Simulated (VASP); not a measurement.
Wanted: the native input for a VASP 6.6.1 run.

| Property | Result |
| --- | --- |
| Task | relaxation of the atoms |
| Functional | revPBE |
| Potentials or basis | VASP PAW PBE potentials, release 64 (Te, H) |
| Cutoff | 500 eV |
| k mesh | 1 × 1 × 1 |
| Occupations | gaussian, width 0.03 eV |
| Spin | no spin polarisation |
| Tolerance level | tight |
| Purpose | geometry |
| Further INCAR settings | ALGO = Normal; EDIFF = 1e-07; NELMDL = -8; IBRION = 2; EDIFFG = -0.002; NSW = 120; ISIF = 0 |

The structure of TeH2 lies in POSCAR:

```
TeH2
1.0
   11.0000000000      0.0000000000      0.0000000000
    0.0000000000     11.0000000000      0.0000000000
    0.0000000000      0.0000000000     10.0000000000
Te H
1 2
Direct
    0.5646610000      0.4394560000      0.5417750000
    0.5389490000      0.5866870000      0.5448500000
    0.4403820000      0.4119470000      0.4545010000
```

This cell differs from its parent crystal: atoms moved at random.

These files were run (other wordings do the same):

INCAR

```
SYSTEM = TeH2
GGA = RE
ISMEAR = 0
SIGMA = 0.03
LWAVE = .FALSE.
LCHARG = .FALSE.
ISIF = 0
NSW = 120
PREC = Accurate
LASPH = .TRUE.
LREAL = .FALSE.
ALGO = Normal
EDIFF = 1E-7
NELM = 120
GGA_COMPAT = .FALSE.
IBRION = 2
EDIFFG = -0.002
NELMIN = 4
ENCUT = 500
EFERMI = MIDGAP
NELMDL = -8
```

KPOINTS

```
k-points
0
Gamma
  1 1 1
```

Potentials or basis: VASP PAW PBE potentials, release 64 (Te, H).

Launch:

```bash
$ cat potpaw_PBE.64/Te/POTCAR potpaw_PBE.64/H/POTCAR > POTCAR
$ mpirun -np 1 vasp_gam > vasp.out
```

Results of the run:

- Energy gained by relaxing: 6.7 meV/atom
- Ionic steps: 10
- Gap between the frontier levels: 3.85 eV

Caveat: the cell differs from its parent crystal (atoms moved at random); spin-orbit coupling is left out, which moves the levels of the heavy elements.

Wall time 4.3 min on 1 thread of Intel(R) Xeon(R) Platinum 8488C (Sapphire Rapids), with other jobs on the host, peak memory 1 GiB.
